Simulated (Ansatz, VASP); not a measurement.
# One calculation of PbF2, two programs

Contents of INCAR:

```
PREC = Accurate ; ENCUT = 520
EDIFF = 1E-8 ; ISMEAR = -1
SIGMA = 0.03 ; LREAL = F
LASPH = T ; NELM = 60
ALGO = Normal ; ISIF = 2
LWAVE = F ; LCHARG = F
LEFG = T ; NBANDS = 21
```

File KPOINTS:

```
regular mesh
0
Gamma
  7 7 7
```

The input POSCAR:

```
PbF2
1.0
    0.0000000000      2.9995485000      2.9698500000
    2.9995485000      0.0000000000      2.9698500000
    2.9995485000      2.9995485000      0.0000000000
Pb F
1 2
Direct
    0.0000000000      0.0000000000      0.0000000000
    0.2500000000      0.2500000000      0.2500000000
    0.7500000000      0.7500000000      0.7500000000
```

Input for Ansatz:

```yaml
crystal:
  lattice:
    - [0.0, 2.9995485, 2.96985]
    - [2.9995485, 0.0, 2.96985]
    - [2.9995485, 2.9995485, 0.0]
  atoms:
    - { symbol: Pb, position: [0.0, 0.0, 0.0] }
    - { symbol: F, position: [0.25, 0.25, 0.25] }
    - { symbol: F, position: [0.75, 0.75, 0.75] }
kpoints:
  mp_grid: { grid: [7, 7, 7] }
scf:
  occupations: { method: fermi_dirac, width: 0.03 }
hamiltonian:
  xc: lda
  pseudopotentials: { kind: all_electron, datasets: crystal }
output:
  forces: true
  stress: true
  eigenvalues: true
  efg: { contact_densities: true }
```

Change from the starting cell: equal xx and yy strain of +1 %, crystal datasets.

Alike in both runs: task electric field gradients; functional LDA; k mesh 7 × 7 × 7; occupations fermi-dirac, width 0.03 eV; no spin polarisation.

|  | VASP | Ansatz |
| --- | --- | --- |
| version | VASP 6.6.1 | Ansatz 0.2.0 |
| potentials or method | VASP PAW LDA potentials, release 64 (Pb_d, F), cutoff 520 eV | all-electron PAW with datasets made for the crystal, scalar-relativistic |

```csv
,VASP,Ansatz,Ansatz less VASP
gap on the k mesh at the Fermi level (eV),4.22,4.25,+0.028
pressure (GPa),-6.1,-6.1,+0.05
"traceless stress, the component that is largest in VASP (GPa)",0.37,0.38,+0.002
size of Vzz on the site where it differs most (V/Å²),3.6,5.7,+2.11
```

LDA's correlation is that of Perdew and Zunger in VASP and of Perdew and Wang (1992) in Ansatz. Ansatz ran all-electron here, and VASP with PAW potentials.

Spin-orbit coupling is off throughout.
